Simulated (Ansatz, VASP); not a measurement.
## Two plane-wave programs on Ir

INCAR

```
SYSTEM = Ir
PREC = Accurate
ENCUT = 520
EDIFF = 1E-6
ISMEAR = -1
SIGMA = 0.1
LREAL = .False.
LASPH = .True.
NELM = 60
ALGO = Normal
ISIF = 2
LWAVE = .False.
LCHARG = .False.
GGA = RE
NBANDS = 16
```

File KPOINTS:

```
regular mesh
0
Gamma
  11 11 11
  0 0 0
```

File POSCAR:

```
Ir
1.0
    0.0000000000      2.9030178935      2.9030178935
    2.9030178935      0.0000000000      2.9030178935
    2.9030178935      2.9030178935      0.0000000000
Ir
2
Direct
    0.1250000000      0.1250000000      0.1250000000
    0.8750000000      0.8750000000      0.8750000000
```

Input for Ansatz:

```yaml
crystal:
  lattice:
    - [0.0, 2.9030178935, 2.9030178935]
    - [2.9030178935, 0.0, 2.9030178935]
    - [2.9030178935, 2.9030178935, 0.0]
  atoms:
    - { symbol: Ir, position: [0.125, 0.125, 0.125] }
    - { symbol: Ir, position: [0.875, 0.875, 0.875] }
hamiltonian:
  xc: revpbe
  pseudopotentials:
    kind: paw
    azcp:
      Ir: "pseudopotentials/Ir.paw.azcp"
basis:
  ecutwfc: 420
  fft_grid_basis: typed
kpoints:
  mp_grid: { grid: [11, 11, 11], shift: [0, 0, 0] }
magnetization:
  spin_polarized: false
scf:
  occupations: { method: fermi_dirac, width: 0.1 }
  lower_state_search: "off"
output:
  stress: true
  write_density: true
  write_potential: true
  elf: true
  volumetric_format: npy
```

Alike in both runs: task single point; functional revPBE; k mesh 11 × 11 × 11; occupations fermi-dirac, width 0.1 eV; no spin polarisation.

|  | VASP | Ansatz |
| --- | --- | --- |
| version | VASP 6.6.1 | Ansatz 0.2.0 |
| potentials or method | VASP PAW PBE potentials, release 64 (Ir), cutoff 520 eV | plane waves (420 eV) with PAW, scalar-relativistic |
| valence electrons in the cell | 18 | 34 |

|  | VASP | Ansatz | Ansatz less VASP |
| --- | --- | --- | --- |
| pressure (GPa) | -14.9 | -14.9 | +0.01 |

VASP's potentials were made for PBE, not for revPBE. VASP's potentials hold 18 valence electrons a cell and Ansatz's 34, so a difference there can come from the potentials and not from the codes.

Neither program's run includes spin-orbit coupling.
